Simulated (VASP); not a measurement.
# LiF (I4/mmm) in VASP: notebook

The runs below take LiF through single point, with PBE.

All numbers are computed with VASP 6.6.1; they aren't measurements. Logs are shortened: lines on timing, memory, paths and dates and some standing lists are left out, and cuts for length are marked.

### 1 The cell of the first run

Symmetry: I4/mmm, No. 139, tetragonal system. Conventional cell: a = 3.197 Å, b = 3.197 Å, c = 3.197 Å, α = 90.00°, β = 90.00°, γ = 90.00°. Li (site symmetry 4/mmm) has 2 F at 1.60 Å within 2.1 Å. Within 2.1 Å of F (site symmetry 4/mmm) lie 2 Li at 1.60 Å.

### 2 Single point, PBE

INCAR

```
SYSTEM = LiF
PREC = Accurate
ENCUT = 520
EDIFF = 1E-7
ISMEAR = 0
SIGMA = 0.05
LREAL = .FALSE.
LASPH = .TRUE.
NELM = 80
ALGO = Normal
ISIF = 2
LWAVE = .FALSE.
LCHARG = .FALSE.
GGA = PE
NBANDS = 12
```

KPOINTS

```
Automatic mesh
0
G
  12 12 12
  0 0 0
```

POSCAR

```
LiF
1.0
    0.0000000000      2.2607523708      1.5983519262
    2.2607523708      0.0000000000      1.5983519262
    2.2607523708      2.2607523708      0.0000000000
Li F
1 1
Direct
    0.0000000000      0.0000000000      0.0000000000
    0.5000000000      0.5000000000      0.5000000000
```

Potentials or basis: VASP PAW PBE potentials, release 64 (Li_sv, F).

Started as:

```console
$ cat potpaw_PBE.64/Li_sv/POTCAR potpaw_PBE.64/F/POTCAR > POTCAR
$ mpirun -np 1 vasp_std > vasp.out
```

OUTCAR:

```text
SYSTEM = LiF
   PREC = Accurate
   ENCUT = 520
   EDIFF = 1E-7
   ISMEAR = 0
   LREAL = .FALSE.
   LASPH = .TRUE.
   NELM = 80
   ISIF = 2
   GGA = PE

 ion  position               nearest neighbor table
   1  0.000  0.000  0.000-   2 1.60   2 1.60
   2  0.500  0.500  0.500-   1 1.60   1 1.60

  LATTYP: Found a body centered tetragonal cell.
 ALAT       =     3.1971866640
 C/A-ratio  =     0.9998489886

  Lattice vectors:

 A1 = (   0.0000000000,  -2.2607523708,  -1.5983519262)
 A2 = (   0.0000000000,   2.2607523708,  -1.5983519262)
 A3 = (   2.2607523708,   0.0000000000,   1.5983519262)

Analysis of symmetry for initial positions (statically):
=====================================================================
 Subroutine PRICEL returns:
 Original cell was already a primitive cell.

 Routine SETGRP: Setting up the symmetry group for a
 body centered tetragonal supercell.

 Subroutine GETGRP returns: Found 16 space group operations
 (whereof 16 operations were pure point group operations)
 out of a pool of 16 trial point group operations.

The static configuration has the point symmetry D_4h.

Analysis of symmetry for dynamics (positions and initial velocities):
=====================================================================
 Subroutine PRICEL returns:
 Original cell was already a primitive cell.

 Routine SETGRP: Setting up the symmetry group for a
 body centered tetragonal supercell.

 Subroutine GETGRP returns: Found 16 space group operations
 (whereof 16 operations were pure point group operations)
 out of a pool of 16 trial point group operations.

The dynamic configuration has the point symmetry D_4h.

 Subroutine INISYM returns: Found 16 space group operations
 (whereof 16 operations are pure point group operations),
 and found     1 'primitive' translations

----------------------------------------------------------------------------------------

                                     Primitive cell

  volume of cell :      16.3384

  direct lattice vectors                    reciprocal lattice vectors
     0.000000000  2.260752371  1.598351926    -0.221165310  0.221165310  0.312822221
     2.260752371  0.000000000  1.598351926     0.221165310 -0.221165310  0.312822221
     2.260752371  2.260752371  0.000000000     0.221165310  0.221165310 -0.312822221

  length of vectors
     2.768705503  2.768705503  3.197186664     0.442364026  0.442364026  0.442364026

  position of ions in fractional coordinates (direct lattice)
     0.000000000  0.000000000  0.000000000
     0.500000000  0.500000000  0.500000000

  ion indices of the primitive-cell ions
   primitive index   ion index
                 1           1
                 2           2

----------------------------------------------------------------------------------------

 KPOINTS: Automatic mesh

Automatic generation of k-mesh.
 Grid dimensions read from file:
 generate k-points for:   12   12   12

 Generating k-lattice:

  Cartesian coordinates                     Fractional coordinates (reciprocal lattice)
    -0.018430443  0.018430443  0.026068518     0.083333333  0.000000000  0.000000000
     0.018430443 -0.018430443  0.026068518     0.000000000  0.083333333  0.000000000
     0.018430443  0.018430443 -0.026068518    -0.000000000 -0.000000000  0.083333333

  Length of vectors
     0.036863669  0.036863669  0.036863669

  Shift w.r.t. Gamma in fractional coordinates (k-lattice)
     0.000000000  0.000000000  0.000000000

 Subroutine IBZKPT returns following result:
 ===========================================

 Found    163 irreducible k-points:

 Following reciprocal coordinates:
            Coordinates               Weight
  0.000000  0.000000  0.000000      1.000000
  0.083333  0.000000  0.000000      8.000000
  0.166667 -0.000000  0.000000      8.000000
  0.250000  0.000000  0.000000      8.000000
  0.333333  0.000000  0.000000      8.000000
  0.416667 -0.000000  0.000000      8.000000
[... 16 lines left out ...]
  0.500000  0.166667  0.000000      8.000000
 -0.416667  0.166667  0.000000      8.000000
 [... further k-points ...]
   k-points           NKPTS =    163   k-points in BZ     NKDIM =    163   number of bands    NBANDS=     12
   number of dos      NEDOS =    301   number of ions     NIONS =      2
   total plane-waves  NPLWV =  13824
   dimension x,y,z NGX =    24 NGY =   24 NGZ =   24
   dimension x,y,z NGXF=    48 NGYF=   48 NGZF=   48
   ions per type =               1   1
   NGX,Y,Z   is equivalent  to a cutoff of  14.41, 14.41, 12.48 a.u.
   NGXF,Y,Z  is equivalent  to a cutoff of  28.82, 28.82, 24.96 a.u.
 SYSTEM =  LiF
   PREC   = accura    normal or accurate (medium, high low for compatibility)
   ISTART =      0    job   : 0-new  1-cont  2-samecut
   ICHARG =      2    charge: 1-file 2-atom 10-const
   ISPIN  =      1    spin polarized calculation?
   LNONCOLLINEAR =      F non collinear calculations
   LSORBIT =      F    spin-orbit coupling
   LASPH  =      T    aspherical Exc in radial PAW
   ENCUT  =  520.0 eV  38.22 Ry    6.18 a.u.   5.15  5.15  5.94*2*pi/ulx,y,z
   NELM   =     80;   NELMIN=  2; NELMDL= -5     # of ELM steps
   EDIFF  = 0.1E-06   stopping-criterion for ELM
   LREAL  =      F    real-space projection
   EDIFFG = 0.1E-05   stopping-criterion for IOM
   NSW    =      0    number of steps for IOM
   IBRION =     -1    ionic relax: 0-MD 1-quasi-New 2-CG
   NFREE  =      0    steps in history (QN), initial steepest desc. (CG)
   ISIF   =      2    stress and relaxation
   ISYM   =      2    0-nonsym 1-usesym 2-fastsym
   POTIM  = 0.5000    time-step for ionic-motion
   TEBEG  =    0.0;   TEEND  =   0.0 temperature during run
   PSTRESS=    0.0 pullay stress
   NELECT =      10.0000    total number of electrons
   NUPDOWN=      -1.0000    fix difference up-down
   EMIN   =  10.00;   EMAX   =-10.00  energy-range for DOS
   EFERMI =   0.00;   METHOD = LEGACY
   ISMEAR =     0;   SIGMA  =   0.05  broadening in eV -4-tet -1-fermi 0-gaus
   EFERMI_NEDOS =   21; number of points for ismear=-14 and -15
   IALGO  =     38    algorithm
   IMIX   =      4    mixing-type and parameters
     AMIX     =   0.40;   BMIX     =  1.00
     AMIX_MAG =   1.60;   BMIX_MAG =  1.00
  volume/ion in A,a.u.               =       8.17        55.13
  Fermi-wavevector in a.u.,A,eV,Ry     =   1.389970  2.626662 26.286674  1.932016
  Thomas-Fermi vector in A             =   2.513950
   LORBIT       =      0    0 simple, 1 ext, 2 COOP (PROOUT), +10 PAW based schemes
   GGA     = PE    functional components
   LHFCALC =     F    Hartree Fock is set to
   AEXX    =    0.0000 exact exchange contribution
   IVDW    =     0    specifies the selected vdW correction
   LEPSILON=     F    determine dielectric tensor
   LRPA    =     F    only Hartree local field effects (RPA)
 non-spin polarized calculation
 Gauss-broadening in eV      SIGMA  =   0.05
  energy-cutoff  :      520.00
  volume of cell :       16.34
 maximum number of plane-waves:       466
 NGX is ok and might be reduce to    24

 number of electron      10.0000010 magnetization

 Free energy of the ion-electron system (eV)
  ---------------------------------------------------
  ext. energy  EPLUGINS =         0.00000000
  ---------------------------------------------------
  free energy    TOTEN  =        -9.03853606 eV

  energy without entropy =       -9.03853606  energy(sigma->0) =       -9.03853606

 E-fermi :  -0.8295     XC(G=0):  -9.7950

 val. band max:       -1.0409153624   @ k =   0.0000   0.0000   0.0000
 cond. band min:       7.4281265539   @ k =   0.0000   0.0000   0.0000
 fundamental gap:      8.4690419163
 Fermi energy:        -0.8295217616

 k-point     1 :       0.0000    0.0000    0.0000
  band No.  band energies     occupation
      1     -41.6513      2.00000
      2     -21.0723      2.00000
      3      -2.2677      2.00000
      4      -1.0409      2.00000
      5      -1.0409      2.00000
      6       7.4281      0.00000
      7      21.3231      0.00000
      8      21.3232      0.00000
      9      24.0671      0.00000
     10      24.0671      0.00000
     11      24.1463      0.00000
     12      26.7138      0.00000

 k-point     2 :       0.0833    0.0000    0.0000
  band No.  band energies     occupation
      1     -41.6455      2.00000
      2     -21.0638      2.00000
      3      -2.2723      2.00000
      4      -1.1648      2.00000
      5      -1.0915      2.00000
      6       7.6720      0.00000
      7      20.1293      0.00000
      8      20.3321      0.00000
      9      24.3249      0.00000
     10      24.4061      0.00000
     11      25.6550      0.00000
     12      25.6935      0.00000

 k-point     3 :       0.1667   -0.0000    0.0000
  band No.  band energies     occupation
      1     -41.6295      2.00000
      2     -21.0390      2.00000
      3      -2.3609      2.00000
      4      -1.3857      2.00000
      5      -1.2274      2.00000
      6       8.2860      0.00000
      7      18.4739      0.00000
      8      18.4917      0.00000
      9      24.4514      0.00000
     10      24.9253      0.00000
     11      25.6423      0.00000
     12      28.5149      0.00000
[... 286 lines left out ...]
 k-point    23 :       0.5000    0.1667    0.0000
  band No.  band energies     occupation
      1     -41.5579      2.00000
      2     -20.7799      2.00000
      3      -3.4177      2.00000
      4      -2.0737      2.00000
      5      -1.8770      2.00000
      6      10.9312      0.00000
      7      15.2490      0.00000
      8      15.8519      0.00000
      9      21.7516      0.00000
     10      23.3798      0.00000
     11      28.6418      0.00000
     12      32.9184      0.00000

 k-point    24 :      -0.4167    0.1667    0.0000
  band No.  band energies     occupation
      1     -41.5671      2.00000
      2     -20.7209      2.00000
      3      -3.4942      2.00000
      4      -2.1024      2.00000
      5      -2.0254      2.00000
      6      10.6132      0.00000
      7      16.0323      0.00000
      8      16.1980      0.00000
      9      22.2206      0.00000
     10      24.2475      0.00000
     11      28.3458      0.00000
     12      31.9317      0.00000

 [... further k-points ...]

------------------------ aborting loop because EDIFF is reached ----------------------------------------

  FORCE on cell =-STRESS in cart. coord.  units (eV):
  Direction    XX          YY          ZZ          XY          YZ          ZX
  --------------------------------------------------------------------------------------
  -------------------------------------------------------------------------------------
  Total        0.0894581      0.0894581      7.2455681      0.0000000      0.0000000     -0.0000000
  in kB        8.7724715      8.7724715    710.5172547      0.0000000      0.0000000     -0.0000000
  external PRESSURE =     242.6873992 kB  Pullay stress =       0.0000000 kB

 VOLUME and BASIS-vectors are now :
 -----------------------------------------------------------------------------
  energy-cutoff  :      520.00
  volume of cell :       16.34
      direct lattice vectors                 reciprocal lattice vectors
     0.000000000  2.260752371  1.598351926    -0.221165310  0.221165310  0.312822221
     2.260752371  0.000000000  1.598351926     0.221165310 -0.221165310  0.312822221
     2.260752371  2.260752371  0.000000000     0.221165310  0.221165310 -0.312822221

 POSITION                                       TOTAL-FORCE (eV/Angst)
 -----------------------------------------------------------------------------------
      0.00000      0.00000      0.00000         0.000000     -0.000000     -0.000000
      2.26075      2.26075      1.59835        -0.000000      0.000000      0.000000
 -----------------------------------------------------------------------------------
    total drift:                                0.000000     -0.000000      0.000000

  FREE ENERGIE OF THE ION-ELECTRON SYSTEM (eV)
  ---------------------------------------------------
  free  energy   TOTEN  =        -9.0385360616 eV

  energy  without entropy=       -9.0385360616  energy(sigma->0) =       -9.03853606
```

Wall time 78 s (1 thread of AMD EPYC 7R13, shared host); peak memory 0.12 GiB.

Results:

```yaml
Free_energy: -9.0385 eV
Band_gap_on_the_k_mesh: 8.47 eV, direct
```

Levels at points of the mesh, in eV from the valence-band top:
| k point | band 3 | band 4 | band 5 | band 6 | band 7 | band 8 |
| --- | --- | --- | --- | --- | --- | --- |
| (0.00, 0.00, 0.00) | -1.23 | 0.00 | 0.00 | 8.47 | 22.36 | 22.36 |
| (0.50, 0.00, 0.00) | -2.38 | -0.71 | -0.16 | 10.80 | 16.32 | 16.41 |
| (0.50, 0.50, 0.00) | -2.94 | -1.89 | -1.89 | 13.76 | 17.92 | 17.92 |
| (0.50, 0.00, 0.50) | -3.35 | -1.95 | -0.08 | 13.21 | 16.92 | 19.59 |

Caveat: the cutoff is under 1.25 times the usual one of these potentials, so pressure, stress and relaxed cells hold a basis-set (Pulay) error. A k mesh can miss the band edges.

### 3 Single point, PBE

This run uses another cell than the first one, of the same volume but with other edges.

INCAR

```
PREC = Accurate ; ENCUT = 520
EDIFF = 1E-6 ; ISMEAR = 0
SIGMA = 0.05 ; LREAL = False
LASPH = True ; NELM = 60
ALGO = Normal ; ISIF = 2
LWAVE = False ; LCHARG = False
GGA = PE ; NBANDS = 12
```

KPOINTS

```
Automatic mesh
0
Gamma
  12 12 12
```

POSCAR

```
LiF
1.0
    0.0000000000      1.7943603458      2.5372255290
    1.7943603458      0.0000000000      2.5372255290
    1.7943603458      1.7943603458      0.0000000000
Li F
1 1
Direct
    0.0000000000      0.0000000000      0.0000000000
    0.5000000000      0.5000000000      0.5000000000
```

Potentials or basis: VASP PAW PBE potentials, release 64 (Li_sv, F).

Started as:

```console
$ cat potpaw_PBE.64/Li_sv/POTCAR potpaw_PBE.64/F/POTCAR > POTCAR
$ mpirun -np 1 vasp_std > vasp.out
```

Run time: 64 s. Hardware: 1 thread of AMD EPYC 7R13, shared host; peak memory 0.12 GiB.

Results (log left out):

- Free energy: -9.3409 eV
- Band gap on the k mesh: 8.34 eV, indirect (least direct gap 8.67 eV)

Levels at points of the mesh, in eV from the valence-band top:
| k point | band 1 | band 2 | band 3 | band 4 | band 5 | band 6 | band 7 | band 8 | band 9 | band 10 |
| --- | --- | --- | --- | --- | --- | --- | --- | --- | --- | --- |
| (0.00, 0.00, 0.00) | -40.74 | -20.22 | -0.52 | -0.33 | -0.33 | 8.34 | 20.20 | 23.53 | 26.69 | 26.71 |
| (0.50, 0.00, 0.00) | -40.64 | -19.90 | -2.67 | -0.87 | 0.00 | 10.72 | 16.09 | 17.49 | 22.38 | 28.08 |
| (0.50, 0.50, 0.00) | -40.71 | -19.89 | -3.32 | -0.60 | -0.60 | 11.63 | 18.14 | 19.91 | 24.43 | 24.43 |
| (0.50, 0.00, 0.50) | -40.59 | -19.34 | -3.34 | -2.64 | -0.60 | 16.09 | 17.24 | 17.74 | 18.02 | 22.11 |

Caveat: the cutoff is under 1.25 times the usual one of these potentials, so pressure, stress and relaxed cells hold a basis-set (Pulay) error.

(Continued in part 2 of 2.)
